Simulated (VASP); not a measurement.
Wanted: the native input for a VASP 6.6.1 run.

```
Task                   : single point
Functional             : PBEsol
Potentials or basis    : VASP PAW PBE potentials, release 64 (Hf_pv, O)
Cutoff                 : 520 eV
k mesh                 : 4 × 4 × 4
Occupations            : gaussian, width 0.01 eV
Spin                   : no spin polarisation
Dipole correction      : no
Further INCAR settings : ALGO = Normal; EDIFF = 1e-07; NBANDS = 56
```

The structure of HfO2 lies in POSCAR:

```
HfO2
1.0
    5.0956475857      0.0000000000     -0.0018757347
    0.0000000000      5.1770760809      0.0000000000
   -0.8783380464      0.0000000000      5.1968802804
Hf O
4 8
Direct
    0.2771472677      0.4570440892      0.7081797486
    0.7228527323      0.9570440892      0.7918202514
    0.7228527323      0.5429559108      0.2918202514
    0.2771472677      0.0429559108      0.2081797486
    0.4471325232      0.7418149363      0.9799937033
    0.5528674768      0.2418149363      0.5200062967
    0.5528674768      0.2581850637      0.0200062967
    0.4471325232      0.7581850637      0.4799937033
    0.0712377215      0.3373450447      0.3408761434
    0.9287622785      0.8373450447      0.1591238566
    0.9287622785      0.6626549553      0.6591238566
    0.0712377215      0.1626549553      0.8408761434
```

One way to write it, as run:

INCAR

```
SYSTEM = HfO2
PREC     = Accurate       ! precision mode
ENCUT    = 520            ! plane-wave cutoff, eV
EDIFF    = 1E-7           ! SCF threshold, eV
ISMEAR   = 0              ! smearing method
SIGMA    = 0.01           ! smearing width, eV
LREAL    = .FALSE.        ! projectors in reciprocal space
LASPH    = .TRUE.         ! aspherical terms in the spheres
NELM     = 80             ! most SCF steps
ALGO     = Normal         ! electronic algorithm
ISIF     = 2              ! what is computed and relaxed
LWAVE    = .FALSE.        ! write WAVECAR
LCHARG   = .FALSE.        ! write CHGCAR
GGA      = PS             ! functional
NBANDS   = 56             ! bands
```

KPOINTS

```
regular mesh
0
G
  4 4 4
  0 0 0
```

Potentials or basis: VASP PAW PBE potentials, release 64 (Hf_pv, O).

Run with:

```bash
$ cat potpaw_PBE.64/Hf_pv/POTCAR potpaw_PBE.64/O/POTCAR > POTCAR
$ mpirun -np 1 vasp_std > vasp.out
```

It gave:

```
Pressure               : -3.0 GPa
Largest force          : 0.073 eV/Å
Band gap on the k mesh : 3.93 eV, indirect (least direct gap 4.03 eV)
```

Caveat: the PAW data sets were made with another functional, which shifts forces and pressure a little; spin-orbit coupling is left out, which moves the levels of the heavy elements.

Run time: 4.8 min on 1 thread of Intel Xeon 6975P-C, with other jobs on the host, peak memory 0.34 GiB.
